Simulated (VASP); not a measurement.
# MgS (F-43m) in VASP: further runs

The runs below take MgS through single point, with r2SCAN+rVV10, LDA, r2SCANh, PBE0.

Everything below comes from runs of VASP 6.6.1. Logs are shortened: lines on timing, memory, paths and dates and some standing lists are left out, and cuts for length are marked.

## 1. The cell of the first run

Symmetry: F-43m, No. 216, cubic system. Conventional cell: a = 5.666 Å, b = 5.666 Å, c = 5.666 Å, α = 90.00°, β = 90.00°, γ = 90.00°. Within 3.2 Å of S (site symmetry -43m) lie 4 Mg at 2.45 Å. Mg (site symmetry -43m) has 4 S at 2.45 Å within 3.2 Å.

## 2. Single point, r2SCAN+rVV10

File POSCAR:

```
MgS
1.0
    0.0000000000      2.8331200468      2.8331200468
    2.8331200468      0.0000000000      2.8331200468
    2.8331200468      2.8331200468      0.0000000000
S Mg
1 1
Direct
    0.2500000000      0.2500000000      0.2500000000
    0.0000000000      0.0000000000      0.0000000000
```

File INCAR.step1:

```
ALGO = Normal ; EDIFF = 1E-4
ENCUT = 520 ; GGA = PE
ISMEAR = 0 ; LASPH = True
LCHARG = False ; LREAL = False
LWAVE = True ; NBANDS = 11
NELM = 60 ; PREC = Accurate
SIGMA = 0.1
```

File INCAR.step2:

```
ALGO = Normal ; BPARAM = 11.95
CPARAM = 0.0093 ; EDIFF = 1E-6
ENCUT = 520 ; ISIF = 2
ISMEAR = 0 ; ISTART = 1
IVDW_NL = 2 ; LASPH = True
LCHARG = False ; LMIXTAU = True
LREAL = False ; LUSE_VDW = True
LWAVE = False ; METAGGA = R2SCAN
NBANDS = 11 ; NELM = 60
PREC = Accurate ; SIGMA = 0.1
```

File KPOINTS:

```
k-points
0
Gamma
  8 8 8
```

Potentials or basis: VASP PAW PBE potentials, release 64 (S, Mg).

On the command line:

```sh
cat potpaw_PBE.64/S/POTCAR potpaw_PBE.64/Mg/POTCAR > POTCAR
cp INCAR.step1 INCAR
mpirun -np 1 vasp_std > vasp.out
cp INCAR.step2 INCAR
mpirun -np 1 vasp_std > vasp.out
```

OUTCAR:

```text
BPARAM = 11.95
   EDIFF = 1E-6
   ENCUT = 520
   ISIF = 2
   ISMEAR = 0
   ISTART = 1
   IVDW_NL = 2
   LASPH = True
   LREAL = False
   METAGGA = R2SCAN
   NELM = 60
   PREC = Accurate

 ion  position               nearest neighbor table
   1  0.250  0.250  0.250-   2 2.45   2 2.45   2 2.45   2 2.45
   2  0.000  0.000  0.000-   1 2.45   1 2.45   1 2.45   1 2.45

  LATTYP: Found a face centered cubic cell.
 ALAT       =     5.6662400936

  Lattice vectors:

 A1 = (   0.0000000000,   2.8331200468,   2.8331200468)
 A2 = (   2.8331200468,   0.0000000000,   2.8331200468)
 A3 = (   2.8331200468,   2.8331200468,   0.0000000000)

Analysis of symmetry for initial positions (statically):
=====================================================================
 Subroutine PRICEL returns:
 Original cell was already a primitive cell.

 Routine SETGRP: Setting up the symmetry group for a
 face centered cubic supercell.

 Subroutine GETGRP returns: Found 24 space group operations
 (whereof 24 operations were pure point group operations)
 out of a pool of 48 trial point group operations.

The static configuration has the point symmetry T_d .

Analysis of symmetry for dynamics (positions and initial velocities):
=====================================================================
 Subroutine PRICEL returns:
 Original cell was already a primitive cell.

 Routine SETGRP: Setting up the symmetry group for a
 face centered cubic supercell.

 Subroutine GETGRP returns: Found 24 space group operations
 (whereof 24 operations were pure point group operations)
 out of a pool of 48 trial point group operations.

The dynamic configuration has the point symmetry T_d .

 Subroutine INISYM returns: Found 24 space group operations
 (whereof 24 operations are pure point group operations),
 and found     1 'primitive' translations

----------------------------------------------------------------------------------------

                                     Primitive cell

  volume of cell :      45.4805

  direct lattice vectors                    reciprocal lattice vectors
     0.000000000  2.833120047  2.833120047    -0.176483874  0.176483874  0.176483874
     2.833120047  0.000000000  2.833120047     0.176483874 -0.176483874  0.176483874
     2.833120047  2.833120047  0.000000000     0.176483874  0.176483874 -0.176483874

  length of vectors
     4.006636794  4.006636794  4.006636794     0.305679036  0.305679036  0.305679036

  position of ions in fractional coordinates (direct lattice)
     0.250000000  0.250000000  0.250000000
     0.000000000  0.000000000  0.000000000

  ion indices of the primitive-cell ions
   primitive index   ion index
                 1           1
                 2           2

----------------------------------------------------------------------------------------

 KPOINTS: k-points

Automatic generation of k-mesh.
 Grid dimensions read from file:
 generate k-points for:    8    8    8

 Generating k-lattice:

  Cartesian coordinates                     Fractional coordinates (reciprocal lattice)
    -0.022060484  0.022060484  0.022060484     0.125000000  0.000000000  0.000000000
     0.022060484 -0.022060484  0.022060484     0.000000000  0.125000000  0.000000000
     0.022060484  0.022060484 -0.022060484     0.000000000  0.000000000  0.125000000

  Length of vectors
     0.038209879  0.038209879  0.038209879

  Shift w.r.t. Gamma in fractional coordinates (k-lattice)
     0.000000000  0.000000000  0.000000000

 Subroutine IBZKPT returns following result:
 ===========================================

 Found     29 irreducible k-points:

 Following reciprocal coordinates:
            Coordinates               Weight
  0.000000  0.000000  0.000000      1.000000
  0.125000  0.000000  0.000000      8.000000
  0.250000  0.000000  0.000000      8.000000
  0.375000  0.000000  0.000000      8.000000
  0.500000  0.000000  0.000000      4.000000
  0.125000  0.125000  0.000000      6.000000
[... 16 lines left out ...]
  0.500000  0.250000  0.125000     48.000000
 -0.375000  0.250000  0.125000     24.000000
 [... further k-points ...]
   k-points           NKPTS =     29   k-points in BZ     NKDIM =     29   number of bands    NBANDS=     11
   number of dos      NEDOS =    301   number of ions     NIONS =      2
   total plane-waves  NPLWV =  27000
   dimension x,y,z NGX =    30 NGY =   30 NGZ =   30
   dimension x,y,z NGXF=    60 NGYF=   60 NGZF=   60
   ions per type =               1   1
   NGX,Y,Z   is equivalent  to a cutoff of  12.45, 12.45, 12.45 a.u.
   NGXF,Y,Z  is equivalent  to a cutoff of  24.90, 24.90, 24.90 a.u.
 SYSTEM =  unknown system
   PREC   = accura    normal or accurate (medium, high low for compatibility)
   ISTART =      1    job   : 0-new  1-cont  2-samecut
   ICHARG =      0    charge: 1-file 2-atom 10-const
   ISPIN  =      1    spin polarized calculation?
   LNONCOLLINEAR =      F non collinear calculations
   LSORBIT =      F    spin-orbit coupling
   LASPH  =      T    aspherical Exc in radial PAW
   ENCUT  =  520.0 eV  38.22 Ry    6.18 a.u.   7.45  7.45  7.45*2*pi/ulx,y,z
   NELM   =     60;   NELMIN=  2; NELMDL=  0     # of ELM steps
   EDIFF  = 0.1E-05   stopping-criterion for ELM
   LREAL  =      F    real-space projection
   EDIFFG = 0.1E-04   stopping-criterion for IOM
   NSW    =      0    number of steps for IOM
   IBRION =     -1    ionic relax: 0-MD 1-quasi-New 2-CG
   NFREE  =      0    steps in history (QN), initial steepest desc. (CG)
   ISIF   =      2    stress and relaxation
   ISYM   =      2    0-nonsym 1-usesym 2-fastsym
   POTIM  = 0.5000    time-step for ionic-motion
   TEBEG  =    0.0;   TEEND  =   0.0 temperature during run
   PSTRESS=    0.0 pullay stress
   NELECT =       8.0000    total number of electrons
   NUPDOWN=      -1.0000    fix difference up-down
   EMIN   =  10.00;   EMAX   =-10.00  energy-range for DOS
   EFERMI =   0.00;   METHOD = LEGACY
   ISMEAR =     0;   SIGMA  =   0.10  broadening in eV -4-tet -1-fermi 0-gaus
   EFERMI_NEDOS =   21; number of points for ismear=-14 and -15
   IALGO  =     38    algorithm
   IMIX   =      4    mixing-type and parameters
     AMIX     =   0.40;   BMIX     =  1.00
     AMIX_MAG =   1.60;   BMIX_MAG =  1.00
  volume/ion in A,a.u.               =      22.74       153.46
  Fermi-wavevector in a.u.,A,eV,Ry     =   0.917269  1.733386 11.447692  0.841382
  Thomas-Fermi vector in A             =   2.042218
   LORBIT       =      0    0 simple, 1 ext, 2 COOP (PROOUT), +10 PAW based schemes
   METAGGA = R2SCAN    functional components
   LHFCALC =     F    Hartree Fock is set to
   AEXX    =    0.0000 exact exchange contribution
   IVDW_NL    =     2    kernel type
   BPARAM     =11.9500
   IVDW    =     0    specifies the selected vdW correction
   LEPSILON=     F    determine dielectric tensor
   LRPA    =     F    only Hartree local field effects (RPA)
 non-spin polarized calculation
 Gauss-broadening in eV      SIGMA  =   0.10
  energy-cutoff  :      520.00
  volume of cell :       45.48
 maximum number of plane-waves:      1243
 NGX is ok and might be reduce to    30
   NGX = 15   NGY = 15   NGZ = 15

 number of electron       8.0000001 magnetization

 Free energy of the ion-electron system (eV)
  ---------------------------------------------------
  ext. energy  EPLUGINS =         0.00000000
  ---------------------------------------------------
  free energy    TOTEN  =       -15.16634519 eV

  energy without entropy =      -15.16634519  energy(sigma->0) =      -15.16634519

 E-fermi :   1.2149     XC(G=0):  -8.8230

 val. band max:        0.7479219115   @ k =   0.0000   0.0000   0.0000
 cond. band min:       4.7948907410   @ k =   0.0000   0.0000   0.0000
 fundamental gap:      4.0469688295
 Fermi energy:         1.2149189474

 k-point     1 :       0.0000    0.0000    0.0000
  band No.  band energies     occupation
      1     -10.9896      2.00000
      2       0.7479      2.00000
      3       0.7479      2.00000
      4       0.7479      2.00000
      5       4.7949      0.00000
      6       9.3105      0.00000
      7       9.3105      0.00000
      8       9.3105      0.00000
      9      12.1823      0.00000
     10      12.1823      0.00000
     11      15.3510      0.00000

 k-point     2 :       0.1250    0.0000    0.0000
  band No.  band energies     occupation
      1     -10.9000      2.00000
      2       0.0841      2.00000
      3       0.6943      2.00000
      4       0.6943      2.00000
      5       5.4427      0.00000
      6       9.1259      0.00000
      7       9.4942      0.00000
      8       9.4942      0.00000
      9      11.7106      0.00000
     10      11.7106      0.00000
     11      14.5693      0.00000

 k-point     3 :       0.2500    0.0000    0.0000
  band No.  band energies     occupation
      1     -10.6683      2.00000
      2      -1.1012      2.00000
      3       0.5726      2.00000
      4       0.5726      2.00000
      5       6.3171      0.00000
      6       9.1581      0.00000
      7       9.5014      0.00000
      8       9.5014      0.00000
      9      11.7957      0.00000
     10      11.7957      0.00000
     11      13.6822      0.00000

 k-point     4 :       0.3750    0.0000    0.0000
  band No.  band energies     occupation
      1     -10.4098      2.00000
      2      -2.0519      2.00000
      3       0.4606      2.00000
      4       0.4606      2.00000
      5       6.5099      0.00000
      6       9.1038      0.00000
      7       9.1038      0.00000
      8       9.6998      0.00000
      9      13.1633      0.00000
     10      13.1633      0.00000
     11      13.7511      0.00000
[... 239 lines left out ...]
 k-point    22 :       0.3750    0.2500    0.1250
  band No.  band energies     occupation
      1     -10.4890      2.00000
      2      -1.3065      2.00000
      3      -0.1034      2.00000
      4       0.3682      2.00000
      5       6.9761      0.00000
      6       8.3376      0.00000
      7       8.8915      0.00000
      8      10.6011      0.00000
      9      11.1211      0.00000
     10      13.8560      0.00000
     11      15.9077      0.00000

 k-point    23 :       0.5000    0.2500    0.1250
  band No.  band energies     occupation
      1     -10.2746      2.00000
      2      -1.8244      2.00000
      3      -0.4518      2.00000
      4       0.1898      2.00000
      5       7.2115      0.00000
      6       8.1214      0.00000
      7       9.2813      0.00000
      8      10.4133      0.00000
      9      12.3258      0.00000
     10      15.0980      0.00000
     11      15.5276      0.00000

 k-point    24 :      -0.3750    0.2500    0.1250
  band No.  band energies     occupation
      1     -10.1795      2.00000
      2      -2.0488      2.00000
      3      -0.5537      2.00000
      4       0.0932      2.00000
      5       7.2708      0.00000
      6       7.8370      0.00000
      7      10.1696      0.00000
      8      10.1914      0.00000
      9      12.9132      0.00000
     10      14.3506      0.00000
     11      15.7229      0.00000

 [... further k-points ...]
[... 5 lines left out ...]
  --------------------------------------------------------------------------------------
  -------------------------------------------------------------------------------------
  Total       -0.2456903     -0.2456903     -0.2456903      0.0000000      0.0000000     -0.0000000
  in kB       -8.6551326     -8.6551326     -8.6551326      0.0000000      0.0000000     -0.0000000
  external PRESSURE =      -8.6551326 kB  Pullay stress =       0.0000000 kB

 VOLUME and BASIS-vectors are now :
 -----------------------------------------------------------------------------
  energy-cutoff  :      520.00
  volume of cell :       45.48
      direct lattice vectors                 reciprocal lattice vectors
     0.000000000  2.833120047  2.833120047    -0.176483874  0.176483874  0.176483874
     2.833120047  0.000000000  2.833120047     0.176483874 -0.176483874  0.176483874
     2.833120047  2.833120047  0.000000000     0.176483874  0.176483874 -0.176483874

 POSITION                                       TOTAL-FORCE (eV/Angst)
 -----------------------------------------------------------------------------------
      1.41656      1.41656      1.41656        -0.000000     -0.000000     -0.000000
      0.00000      0.00000      0.00000         0.000000      0.000000      0.000000
 -----------------------------------------------------------------------------------
    total drift:                               -0.000003     -0.000003     -0.000003

  FREE ENERGIE OF THE ION-ELECTRON SYSTEM (eV)
  ---------------------------------------------------
  free  energy   TOTEN  =       -15.1663451905 eV

  energy  without entropy=      -15.1663451905  energy(sigma->0) =      -15.16634519
```

Run time: 2.5 min. Hardware: 1 thread of Intel Xeon Platinum 8375C at 2.90GHz (Ice Lake), shared host; peak memory 0.28 GiB.

Results:

| Quantity | Value |
| --- | --- |
| Free energy | -15.1663 eV |
| Pressure | -0.9 GPa |
| Band gap on the k mesh | 4.05 eV, direct |

Caveat: the PAW data sets were made with another functional, which shifts forces and pressure a little.

## 3. Single point, LDA

File INCAR:

```
SYSTEM = MgS
PREC = Accurate
ENCUT = 520
EDIFF = 1E-6
ISMEAR = 0
SIGMA = 0.01
LREAL = .FALSE.
LASPH = .TRUE.
NELM = 60
ALGO = Normal
ISIF = 2
LWAVE = .FALSE.
LCHARG = .TRUE.
GGA = CA
LELF = .TRUE.
LVHAR = .TRUE.
NBANDS = 11
```

File KPOINTS:

```
regular mesh
0
G
  12 12 12
  0 0 0
```

POSCAR is that of step 2.

Potentials or basis: VASP PAW LDA potentials, release 64 (S, Mg).

On the command line:

```sh
cat potpaw_LDA.64/S/POTCAR potpaw_LDA.64/Mg/POTCAR > POTCAR
mpirun -np 1 vasp_std > vasp.out
```

Run time: 36 s. Hardware: 1 thread of Intel Xeon Platinum 8375C at 2.90GHz (Ice Lake), shared host; peak memory 0.17 GiB.

It converged, with:

```
Free energy            : -9.3782 eV
Pressure               : -2.5 GPa
Band gap on the k mesh : 3.18 eV, direct
```

Levels at points of the mesh, in eV from the valence-band top:
```tsv
k point	band 1	band 2	band 3	band 4	band 5	band 6	band 7	band 8	band 9
(0.00, 0.00, 0.00)	-11.23	0.00	0.00	0.00	3.18	7.76	7.76	7.76	10.74
(0.50, 0.00, 0.00)	-10.53	-3.20	-0.33	-0.33	4.86	7.46	7.46	8.36	12.54
(0.50, 0.50, 0.00)	-10.31	-2.88	-1.06	-1.06	3.66	5.43	10.86	11.99	11.99
```

[end of part 1 of 3]
